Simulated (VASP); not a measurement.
**ZnAu: relaxation of cell and atoms with PBEsol**

ZnAu:

```xyz
2
Lattice="3.1056 0.0000 0.0000 0.0000 3.1056 0.0000 0.0000 0.0000 3.1056" Properties=species:S:1:pos:R:3 pbc="T T T"
Zn    1.5528    1.5528    1.5528
Au    0.0000    0.0000    0.0000
```

```yaml
Program: VASP 6.6.1
Task: relaxation of cell and atoms
Functional: PBEsol
Potentials_or_basis: VASP PAW PBE potentials, release 64 (Zn, Au)
Cutoff: 600 eV
k_mesh: 14 × 14 × 14
Occupations: gaussian, width 0.1 eV
Spin: no spin polarisation
Dipole_correction: no
Further_INCAR_settings: ALGO = Normal; EDIFF = 1e-06; IBRION = 2; EDIFFG = -0.01; NSW = 80; ISIF = 3
```

The relaxed volume is 15.33 Å³/atom, the relaxed cell is a = 3.130 Å, b = 3.130 Å, c = 3.130 Å, α = 90.00°, β = 90.00°, γ = 90.00° and the space group after relaxing (to 0.05 Å) is Pm-3m (No. 221). The energy gained by relaxing is 3.7 meV/atom, the ionic steps are 3 and the pressure after relaxing is 0.1 GPa.

Step by step:
```csv
step,energy change (eV),largest force (eV/Å),pressure (GPa),volume (Å³)
1,0.0000,0.0000,3.43,29.95
2,-0.0004,0.0000,-3.04,31.37
3,-0.0074,0.0000,0.10,30.66
```

Final structure:
```
Zn Au
1.0
     3.12972    0.00000    0.00000
     0.00000    3.12972    0.00000
     0.00000    0.00000    3.12972
Zn Au
1 1
Direct
  0.50000 0.50000 0.50000
  0.00000 0.00000 0.00000
```

Levels at points of the mesh, in eV from the Fermi level:
| k point | band 9 | band 10 | band 11 | band 12 | band 13 | band 14 | band 15 |
| --- | --- | --- | --- | --- | --- | --- | --- |
| (0.00, 0.00, 0.00) | -3.74 | -3.74 | -3.74 | 5.00 | 5.00 | 5.00 | 9.05 |
| (0.50, 0.00, 0.00) | -4.97 | -4.97 | -3.91 | -2.36 | 10.46 | 11.23 | 11.23 |
| (0.50, 0.50, 0.00) | -4.08 | -3.14 | -2.07 | -2.07 | 0.89 | 2.61 | 10.47 |
| (0.50, 0.50, 0.50) | -3.09 | -3.09 | 1.44 | 3.66 | 3.76 | 3.76 | 3.76 |

Run time: 3.4 min on 1 thread of AMD EPYC 7R43 64-Core Processor (Zen 3), with other jobs on the host, peak memory 0.19 GiB.

Caveat: the PAW data sets were made with another functional, which shifts forces and pressure a little; spin-orbit coupling is left out, which moves the levels of the heavy elements. Zero-point motion and thermal expansion aren't in these numbers.
